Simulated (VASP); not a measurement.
Set up this calculation in VASP 6.6.1, as the native input.

- Task: single point
- Functional: PBE
- Potentials or basis: VASP PAW PBE potentials, release 64 (Ca_sv, C, O)
- Cutoff: 520 eV
- k mesh: 4 × 4 × 1
- Occupations: gaussian, width 0.1 eV
- Spin: no spin polarisation
- Dipole correction: yes
- Further INCAR settings: ALGO = Normal; EDIFF = 1e-06; NBANDS = 56

The structure of Ca8CO lies in POSCAR:

```
Ca8CO
1.0
    7.8132359333      0.0000000000      0.0000000000
    0.0000000000      7.8132359333      0.0000000000
    0.0000000000      0.0000000000     20.6093933580
Ca C O
8 1 1
Direct
    0.2500000000      0.2500000000      0.1940862562
    0.2500000000      0.7500000000      0.1940862562
    0.7500000000      0.2500000000      0.1940862562
    0.7500000000      0.7500000000      0.1940862562
    0.0000000000      0.0000000000      0.3206981032
    0.0000000000      0.5000000000      0.3206981032
    0.5000000000      0.0000000000      0.3206981032
    0.5000000000      0.5000000000      0.3206981032
    0.0000000000      0.0000000000      0.4497654636
    0.0524906628      0.0524906628      0.4985097158
```

The input as run:

INCAR

```
SYSTEM = Ca8CO
  PREC = Accurate
  ENCUT = 520
  EDIFF = 1E-6
  ISMEAR = 0
  SIGMA = 0.1
  LREAL = .FALSE.
  LASPH = .TRUE.
  NELM = 100
  ALGO = Normal
  ISIF = 2
  LWAVE = .FALSE.
  LCHARG = .FALSE.
  LDIPOL = .TRUE.
  IDIPOL = 3
  DIPOL = 0.5 0.5 0.301
  GGA = PE
  NBANDS = 56
```

KPOINTS

```
Automatic mesh
0
G
  4 4 1
  0 0 0
```

Potentials or basis: VASP PAW PBE potentials, release 64 (Ca_sv, C, O).

Command:

```sh
$ cat potpaw_PBE.64/Ca_sv/POTCAR potpaw_PBE.64/C/POTCAR potpaw_PBE.64/O/POTCAR > POTCAR
$ mpirun -np 1 vasp_std > vasp.out
```

Results of the run:

```json
{
 "Largest force": "0.427 eV/Å",
 "Band gap on the k mesh": "zero (bands 45 and 46 overlap by 0.09 eV)"
}
```

Wall time 14 min on 1 thread of Intel(R) Xeon(R) 6975P-C (Granite Rapids) (shared host), peak memory 1.2 GiB.
